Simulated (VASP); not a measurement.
# HfN (I4/mmm) in VASP: further runs

Runs on HfN. Level: PBEsol. Tasks: single point.

Program: VASP 6.6.1. These are calculated values, not measurements. Logs are shortened: lines on timing, memory, paths and dates and some standing lists are left out, and cuts for length are marked.

## (1) The cell of the first run

Symmetry: I4/mmm, No. 139, tetragonal system. The conventional cell has a = 3.322 Å, b = 3.322 Å, c = 4.337 Å, α = 90.00°, β = 90.00°, γ = 90.00°. Hf (site symmetry 4/mmm) has 6 N at 2.17 to 2.35 Å within 2.9 Å. Within 2.9 Å of N (site symmetry 4/mmm) lie 6 Hf at 2.17 to 2.35 Å.

## (2) Single point, PBEsol (strain +0.040 along x and y, -0.040 along z)

INCAR reads:

```
SYSTEM = HfN
PREC = Accurate
ENCUT = 520
EDIFF = 1E-6
ISMEAR = 0
SIGMA = 0.15
LREAL = .False.
LASPH = .True.
NELM = 100
ALGO = Normal
ISIF = 2
LWAVE = .False.
LCHARG = .False.
GGA = PS
NBANDS = 14
```

KPOINTS reads:

```
regular mesh
0
Gamma
  18 18 18
  0 0 0
```

POSCAR reads:

```
HfN
1.0
    0.0000000000      2.3493600000      2.1686400000
    2.3493600000      0.0000000000      2.1686400000
    2.3493600000      2.3493600000      0.0000000000
Hf N
1 1
Direct
    0.0000000000      0.0000000000      0.0000000000
    0.5000000000      0.5000000000      0.5000000000
```

Potentials or basis: VASP PAW PBE potentials, release 64 (Hf_pv, N).

Command:

```sh
$ cat potpaw_PBE.64/Hf_pv/POTCAR potpaw_PBE.64/N/POTCAR > POTCAR
$ mpirun -np 1 vasp_std > vasp.out
```

OUTCAR:

```text
SYSTEM = HfN
   PREC = Accurate
   ENCUT = 520
   EDIFF = 1E-6
   ISMEAR = 0
   LREAL = .False.
   LASPH = .True.
   NELM = 100
   ISIF = 2
   GGA = PS

 ion  position               nearest neighbor table
   1  0.000  0.000  0.000-   2 2.17   2 2.17   2 2.35   2 2.35   2 2.35   2 2.35
   2  0.500  0.500  0.500-   1 2.17   1 2.17   1 2.35   1 2.35   1 2.35   1 2.35

  LATTYP: Found a body centered tetragonal cell.
 ALAT       =     3.3224967749
 C/A-ratio  =     1.3054279037

  Lattice vectors:

 A1 = (   0.0000000000,  -2.3493600000,  -2.1686400000)
 A2 = (   0.0000000000,   2.3493600000,  -2.1686400000)
 A3 = (   2.3493600000,   0.0000000000,   2.1686400000)

Analysis of symmetry for initial positions (statically):
=====================================================================
 Subroutine PRICEL returns:
 Original cell was already a primitive cell.

 Routine SETGRP: Setting up the symmetry group for a
 body centered tetragonal supercell.

 Subroutine GETGRP returns: Found 16 space group operations
 (whereof 16 operations were pure point group operations)
 out of a pool of 16 trial point group operations.

The static configuration has the point symmetry D_4h.

Analysis of symmetry for dynamics (positions and initial velocities):
=====================================================================
 Subroutine PRICEL returns:
 Original cell was already a primitive cell.

 Routine SETGRP: Setting up the symmetry group for a
 body centered tetragonal supercell.

 Subroutine GETGRP returns: Found 16 space group operations
 (whereof 16 operations were pure point group operations)
 out of a pool of 16 trial point group operations.

The dynamic configuration has the point symmetry D_4h.

 Subroutine INISYM returns: Found 16 space group operations
 (whereof 16 operations are pure point group operations),
 and found     1 'primitive' translations

----------------------------------------------------------------------------------------

                                     Primitive cell

  volume of cell :      23.9396

  direct lattice vectors                    reciprocal lattice vectors
     0.000000000  2.349360000  2.168640000    -0.212823918  0.212823918  0.230559245
     2.349360000  0.000000000  2.168640000     0.212823918 -0.212823918  0.230559245
     2.349360000  2.349360000  0.000000000     0.212823918  0.212823918 -0.230559245

  length of vectors
     3.197263183  3.197263183  3.322496775     0.379137977  0.379137977  0.379137977

  position of ions in fractional coordinates (direct lattice)
     0.000000000  0.000000000  0.000000000
     0.500000000  0.500000000  0.500000000

  ion indices of the primitive-cell ions
   primitive index   ion index
                 1           1
                 2           2

----------------------------------------------------------------------------------------

 KPOINTS: regular mesh

Automatic generation of k-mesh.
 Grid dimensions read from file:
 generate k-points for:   18   18   18

 Generating k-lattice:

  Cartesian coordinates                     Fractional coordinates (reciprocal lattice)
    -0.011823551  0.011823551  0.012808847     0.055555556  0.000000000  0.000000000
     0.011823551 -0.011823551  0.012808847     0.000000000  0.055555556  0.000000000
     0.011823551  0.011823551 -0.012808847    -0.000000000 -0.000000000  0.055555556

  Length of vectors
     0.021063221  0.021063221  0.021063221

  Shift w.r.t. Gamma in fractional coordinates (k-lattice)
     0.000000000  0.000000000  0.000000000

 Subroutine IBZKPT returns following result:
 ===========================================

 Found    480 irreducible k-points:

 Following reciprocal coordinates:
            Coordinates               Weight
  0.000000  0.000000  0.000000      1.000000
  0.055556  0.000000  0.000000      8.000000
  0.111111  0.000000  0.000000      8.000000
  0.166667  0.000000  0.000000      8.000000
  0.222222  0.000000  0.000000      8.000000
  0.277778  0.000000  0.000000      8.000000
[... 16 lines left out ...]
 -0.277778  0.055556  0.000000      8.000000
 -0.222222  0.055556  0.000000      8.000000
 [... further k-points ...]
   k-points           NKPTS =    480   k-points in BZ     NKDIM =    480   number of bands    NBANDS=     14
   number of dos      NEDOS =    301   number of ions     NIONS =      2
   total plane-waves  NPLWV =  16128
   dimension x,y,z NGX =    24 NGY =   24 NGZ =   28
   dimension x,y,z NGXF=    48 NGYF=   48 NGZF=   56
   ions per type =               1   1
   NGX,Y,Z   is equivalent  to a cutoff of  12.48, 12.48, 14.01 a.u.
   NGXF,Y,Z  is equivalent  to a cutoff of  24.96, 24.96, 28.02 a.u.
 SYSTEM =  HfN
   PREC   = accura    normal or accurate (medium, high low for compatibility)
   ISTART =      0    job   : 0-new  1-cont  2-samecut
   ICHARG =      2    charge: 1-file 2-atom 10-const
   ISPIN  =      1    spin polarized calculation?
   LNONCOLLINEAR =      F non collinear calculations
   LSORBIT =      F    spin-orbit coupling
   LASPH  =      T    aspherical Exc in radial PAW
   ENCUT  =  520.0 eV  38.22 Ry    6.18 a.u.   5.94  5.94  6.18*2*pi/ulx,y,z
   NELM   =    100;   NELMIN=  2; NELMDL= -5     # of ELM steps
   EDIFF  = 0.1E-05   stopping-criterion for ELM
   LREAL  =      F    real-space projection
   EDIFFG = 0.1E-04   stopping-criterion for IOM
   NSW    =      0    number of steps for IOM
   IBRION =     -1    ionic relax: 0-MD 1-quasi-New 2-CG
   NFREE  =      0    steps in history (QN), initial steepest desc. (CG)
   ISIF   =      2    stress and relaxation
   ISYM   =      2    0-nonsym 1-usesym 2-fastsym
   POTIM  = 0.5000    time-step for ionic-motion
   TEBEG  =    0.0;   TEEND  =   0.0 temperature during run
   PSTRESS=    0.0 pullay stress
   NELECT =      15.0000    total number of electrons
   NUPDOWN=      -1.0000    fix difference up-down
   EMIN   =  10.00;   EMAX   =-10.00  energy-range for DOS
   EFERMI =   0.00;   METHOD = LEGACY
   ISMEAR =     0;   SIGMA  =   0.15  broadening in eV -4-tet -1-fermi 0-gaus
   EFERMI_NEDOS =   21; number of points for ismear=-14 and -15
   IALGO  =     38    algorithm
   IMIX   =      4    mixing-type and parameters
     AMIX     =   0.40;   BMIX     =  1.00
     AMIX_MAG =   1.60;   BMIX_MAG =  1.00
  volume/ion in A,a.u.               =      11.97        80.78
  Fermi-wavevector in a.u.,A,eV,Ry     =   1.400876  2.647272 26.700805  1.962454
  Thomas-Fermi vector in A             =   2.523793
   LORBIT       =      0    0 simple, 1 ext, 2 COOP (PROOUT), +10 PAW based schemes
   GGA     = PS    functional components
   LHFCALC =     F    Hartree Fock is set to
   AEXX    =    0.0000 exact exchange contribution
   IVDW    =     0    specifies the selected vdW correction
   LEPSILON=     F    determine dielectric tensor
   LRPA    =     F    only Hartree local field effects (RPA)
 non-spin polarized calculation
 Gauss-broadening in eV      SIGMA  =   0.15
  energy-cutoff  :      520.00
  volume of cell :       23.94
 maximum number of plane-waves:       658
   NGX = 11   NGY = 11   NGZ = 13

 number of electron      15.0000000 magnetization

 Free energy of the ion-electron system (eV)
  ---------------------------------------------------
  ext. energy  EPLUGINS =         0.00000000
  ---------------------------------------------------
  free energy    TOTEN  =       -22.79299729 eV

  energy without entropy =      -22.78615017  energy(sigma->0) =      -22.78957373

 E-fermi :   7.8815     XC(G=0): -12.6861

 val. band max:        7.8754475830   @ k =   0.2222   0.0556   0.0000
 cond. band min:       7.9009261157   @ k =  -0.2778   0.3333   0.2222
 fundamental gap:      0.0254785328
 Fermi energy:         7.8815311538

 k-point     1 :       0.0000    0.0000    0.0000
  band No.  band energies     occupation
      1     -23.3370      2.00000
      2     -23.3370      2.00000
      3     -23.2722      2.00000
      4      -9.3700      2.00000
      5       4.8053      2.00000
      6       4.8053      2.00000
      7       5.2072      2.00000
      8       7.2820      2.00000
      9       7.2820      2.00000
     10       8.1199      0.02459
     11       8.3053      0.00006
     12       9.1518      0.00000
     13      11.4666      0.00000
     14      17.3865      0.00000

 k-point     2 :       0.0556    0.0000    0.0000
  band No.  band energies     occupation
      1     -23.3564      2.00000
      2     -23.3409      2.00000
      3     -23.2820      2.00000
      4      -9.3016      2.00000
      5       4.5006      2.00000
      6       4.6148      2.00000
      7       4.9877      2.00000
      8       7.4035      1.99999
      9       7.4116      1.99999
     10       8.1643      0.00767
     11       8.5816      0.00000
     12       9.3729      0.00000
     13      11.6957      0.00000
     14      17.6210      0.00000

 k-point     3 :       0.1111    0.0000    0.0000
  band No.  band energies     occupation
      1     -23.4268      2.00000
      2     -23.3521      2.00000
      3     -23.2946      2.00000
      4      -9.1030      2.00000
      5       3.7748      2.00000
      6       4.1656      2.00000
      7       4.4911      2.00000
      8       7.6425      1.97576
      9       7.7411      1.81446
     10       8.2920      0.00011
     11       9.2764      0.00000
     12       9.9661      0.00000
     13      12.3103      0.00000
     14      18.2808      0.00000
[... 324 lines left out ...]
 k-point    23 :      -0.2778    0.0556    0.0000
  band No.  band energies     occupation
      1     -23.8605      2.00000
      2     -23.4102      2.00000
      3     -23.3455      2.00000
      4      -7.8975      2.00000
      5       0.8731      2.00000
      6       2.4769      2.00000
      7       3.0053      2.00000
      8       8.5817      0.00000
      9       9.3419      0.00000
     10      10.2316      0.00000
     11      12.4541      0.00000
     12      13.4836      0.00000
     13      14.3790      0.00000
     14      19.8792      0.00000

 k-point    24 :      -0.2222    0.0556    0.0000
  band No.  band energies     occupation
      1     -23.7199      2.00000
      2     -23.3877      2.00000
      3     -23.3378      2.00000
      4      -8.3203      2.00000
      5       1.6299      2.00000
      6       2.8775      2.00000
      7       3.5256      2.00000
      8       8.1430      0.01369
      9       8.6486      0.00000
     10       9.7191      0.00000
     11      11.7447      0.00000
     12      12.5380      0.00000
     13      13.4377      0.00000
     14      19.9796      0.00000

 [... further k-points ...]

------------------------ aborting loop because EDIFF is reached ----------------------------------------

  FORCE on cell =-STRESS in cart. coord.  units (eV):
  Direction    XX          YY          ZZ          XY          YZ          ZX
  --------------------------------------------------------------------------------------
  -------------------------------------------------------------------------------------
  Total       -3.4747707     -3.4747707      2.2127389      0.0000000      0.0000000      0.0000000
  in kB     -232.5520318   -232.5520318    148.0894596      0.0000000      0.0000000      0.0000000
  external PRESSURE =    -105.6715347 kB  Pullay stress =       0.0000000 kB

 VOLUME and BASIS-vectors are now :
 -----------------------------------------------------------------------------
  energy-cutoff  :      520.00
  volume of cell :       23.94
      direct lattice vectors                 reciprocal lattice vectors
     0.000000000  2.349360000  2.168640000    -0.212823918  0.212823918  0.230559245
     2.349360000  0.000000000  2.168640000     0.212823918 -0.212823918  0.230559245
     2.349360000  2.349360000  0.000000000     0.212823918  0.212823918 -0.230559245

 POSITION                                       TOTAL-FORCE (eV/Angst)
 -----------------------------------------------------------------------------------
      0.00000      0.00000      0.00000        -0.000000      0.000000      0.000000
      2.34936      2.34936      2.16864         0.000000     -0.000000      0.000000
 -----------------------------------------------------------------------------------
    total drift:                                0.000000     -0.000000     -0.000000

  FREE ENERGIE OF THE ION-ELECTRON SYSTEM (eV)
  ---------------------------------------------------
  free  energy   TOTEN  =       -22.7929972929 eV

  energy  without entropy=      -22.7861501652  energy(sigma->0) =      -22.78957373
```

It took 2.1 min on 1 thread of Intel Xeon 8259CL, shared host; peak memory 0.29 GiB.

Results:

| Property | Result |
| --- | --- |
| Free energy | -22.7930 eV |
| Pressure | -10.6 GPa |
| Band gap on the k mesh | zero (an odd number of electrons rules out a gap without spin polarisation) |

Caveat: the cell differs from its parent crystal (strain +0.040 along x and y, -0.040 along z); the stress differs along the axes, from -23 to 15 GPa; the PAW data sets were made with another functional, which shifts forces and pressure a little; spin-orbit coupling is left out, which moves the levels of the heavy elements.

## (3) Single point, PBEsol (strain +0.080 along x and y, -0.080 along z)

INCAR reads:

```
  PREC = Accurate
  ENCUT = 520
  EDIFF = 1E-7
  ISMEAR = 0
  SIGMA = 0.15
  LREAL = False
  LASPH = True
  NELM = 60
  ALGO = Normal
  ISIF = 2
  LWAVE = False
  LCHARG = True
  GGA = PS
  LELF = True
  LVHAR = True
  NBANDS = 14
```

KPOINTS reads:

```
regular mesh
0
Gamma
  18 18 18
```

POSCAR reads:

```
HfN
1.0
    0.0000000000      2.4397200000      2.0782800000
    2.4397200000      0.0000000000      2.0782800000
    2.4397200000      2.4397200000      0.0000000000
Hf N
1 1
Direct
    0.0000000000      0.0000000000      0.0000000000
    0.5000000000      0.5000000000      0.5000000000
```

Potentials or basis: VASP PAW PBE potentials, release 64 (Hf_pv, N).

Command:

```sh
$ cat potpaw_PBE.64/Hf_pv/POTCAR potpaw_PBE.64/N/POTCAR > POTCAR
$ mpirun -np 1 vasp_std > vasp.out
```

OUTCAR:

```text
PREC = Accurate
   ENCUT = 520
   EDIFF = 1E-7
   ISMEAR = 0
   LREAL = False
   LASPH = True
   NELM = 60
   ISIF = 2
   GGA = PS

 ion  position               nearest neighbor table
   1  0.000  0.000  0.000-   2 2.08   2 2.08   2 2.44   2 2.44   2 2.44   2 2.44
   2  0.500  0.500  0.500-   1 2.08   1 2.08   1 2.44   1 2.44   1 2.44   1 2.44

  LATTYP: Found a body centered tetragonal cell.
 ALAT       =     3.4502851124
 C/A-ratio  =     1.2047004420

  Lattice vectors:

 A1 = (   0.0000000000,  -2.4397200000,  -2.0782800000)
 A2 = (   0.0000000000,   2.4397200000,  -2.0782800000)
 A3 = (   2.4397200000,   0.0000000000,   2.0782800000)

Analysis of symmetry for initial positions (statically):
=====================================================================
 Subroutine PRICEL returns:
 Original cell was already a primitive cell.

 Routine SETGRP: Setting up the symmetry group for a
 body centered tetragonal supercell.

 Subroutine GETGRP returns: Found 16 space group operations
 (whereof 16 operations were pure point group operations)
 out of a pool of 16 trial point group operations.

[... 176 lines left out ...]
      6       4.4479      2.00000
      7       5.3046      2.00000
      8       6.7685      2.00000
      9       6.8959      2.00000
     10       6.8959      2.00000
     11       8.2787      0.00000
     12       8.4656      0.00000
     13      13.0361      0.00000
     14      17.2379      0.00000
[... 377 lines left out ...]
      1     -24.0107      2.00000
      2     -23.7500      2.00000
      3     -23.6650      2.00000
      4      -8.5831      2.00000
      5       1.4367      2.00000
      6       2.6409      2.00000
      7       3.6110      2.00000
      8       7.8053      0.05153
      9       8.3380      0.00000
     10       9.5238      0.00000
     11      10.3866      0.00000
     12      11.3426      0.00000
     13      14.8311      0.00000
     14      19.5364      0.00000

 [... further k-points ...]

------------------------ aborting loop because EDIFF is reached ----------------------------------------

  FORCE on cell =-STRESS in cart. coord.  units (eV):
  Direction    XX          YY          ZZ          XY          YZ          ZX
  --------------------------------------------------------------------------------------
  -------------------------------------------------------------------------------------
  Total       -4.7522746     -4.7522746      6.9281389      0.0000000      0.0000000      0.0000000
  in kB     -307.7500176   -307.7500176    448.6556531      0.0000000      0.0000000      0.0000000
  external PRESSURE =     -55.6147940 kB  Pullay stress =       0.0000000 kB

 VOLUME and BASIS-vectors are now :
 -----------------------------------------------------------------------------
  energy-cutoff  :      520.00
  volume of cell :       24.74
      direct lattice vectors                 reciprocal lattice vectors
     0.000000000  2.439720000  2.078280000    -0.204941551  0.204941551  0.240583559
     2.439720000  0.000000000  2.078280000     0.204941551 -0.204941551  0.240583559
     2.439720000  2.439720000  0.000000000     0.204941551  0.204941551 -0.240583559

 POSITION                                       TOTAL-FORCE (eV/Angst)
 -----------------------------------------------------------------------------------
      0.00000      0.00000      0.00000         0.000000     -0.000000      0.000000
      2.43972      2.43972      2.07828        -0.000000      0.000000      0.000000
 -----------------------------------------------------------------------------------
    total drift:                                0.000000     -0.000000     -0.000000

  FREE ENERGIE OF THE ION-ELECTRON SYSTEM (eV)
  ---------------------------------------------------
  free  energy   TOTEN  =       -22.2854759265 eV

  energy  without entropy=      -22.2771388006  energy(sigma->0) =      -22.28130736
```

stdout:

```text
POSCAR found type information on POSCAR HfN
 POSCAR found :  2 types and       2 ions
 scaLAPACK will be used
 -----------------------------------------------------------------------------
|                                                                             |
|                                                                             |
|     You enforced a specific xc type in the INCAR file but a different       |
|     I HOPE YOU KNOW WHAT YOU ARE DOING!                                     |
|                                                                             |
 -----------------------------------------------------------------------------

 LDA part: xc-table for (Slater+PW92), standard interpolation
 POSCAR, INCAR and KPOINTS ok, starting setup
 FFT: planning ... GRIDC
 FFT: planning ... GRID_SOFT
 FFT: planning ... GRID
 WAVECAR not read
 entering main loop
```

Wall time 3.7 min (1 thread of Intel Xeon 8259CL, shared host); peak memory 0.29 GiB.

What came out:

```
Free energy            : -22.2855 eV
Pressure               : -5.6 GPa
Band gap on the k mesh : zero (an odd number of electrons rules out a gap without spin polarisation)
```

Caveat: the cell differs from its parent crystal (strain +0.080 along x and y, -0.080 along z); the stress differs along the axes, from -31 to 45 GPa; the PAW data sets were made with another functional, which shifts forces and pressure a little; spin-orbit coupling is left out, which moves the levels of the heavy elements.

(Part 1 of 2 ends here.)

The gap in the log of VASP goes by the Fermi energy; the results here count the filled bands.